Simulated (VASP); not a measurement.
**TaN: single point with r2SCAN**

TaN:

```
CELL_PARAMETERS angstrom
3.17105 0.00000 0.00000
-1.58552 2.74621 0.00000
0.00000 0.00000 2.65385
ATOMIC_POSITIONS crystal
Ta 0.33333 0.66667 0.50000
N 0.00000 0.00000 0.00000
```

This cell differs from its parent crystal: strain +0.080 along x and y, -0.080 along z.

```yaml
Program: VASP 6.6.1
Task: single point
Functional: r2SCAN
Potentials_or_basis: VASP PAW PBE potentials, release 64 (Ta_pv, N)
Cutoff: 520 eV
k_mesh: 24 × 24 × 20
Occupations: gaussian, width 0.15 eV
Spin: no spin polarisation
```

```json
{"Pressure": "-10.8 GPa", "Band gap on the k mesh": "zero (bands 8 and 9 overlap by 0.87 eV)"}
```

Stress tensor (GPa, compression positive):
```
-43.20   0.00   0.00
  0.00 -43.20   0.00
  0.00   0.00  53.93
```

Levels at points of the mesh, in eV from the Fermi level:
```
           k point  band 5  band 6  band 7  band 8  band 9  band 10  band 11  band 12
(0.00, 0.00, 0.00)   -5.63   -5.63   -4.24   -1.81    0.96     4.24     4.24     4.46
(0.50, 0.00, 0.00)   -8.42   -4.02   -3.68   -3.45    2.18     3.88     3.91     5.96
(0.00, 0.00, 0.50)   -9.08   -4.78   -4.78    0.17    0.17     2.30     2.30     3.89
(0.50, 0.00, 0.50)   -7.34   -6.41   -5.92   -0.05    3.45     4.17     5.83     6.09
```

Wall time 11 min on 1 thread of Intel Xeon 8259CL, on a shared host, peak memory 0.34 GiB.

Caveat: the cell differs from its parent crystal (strain +0.080 along x and y, -0.080 along z); the cell stands under tension; the PAW data sets were made with another functional, which shifts forces and pressure a little; spin-orbit coupling is left out, which moves the levels of the heavy elements.
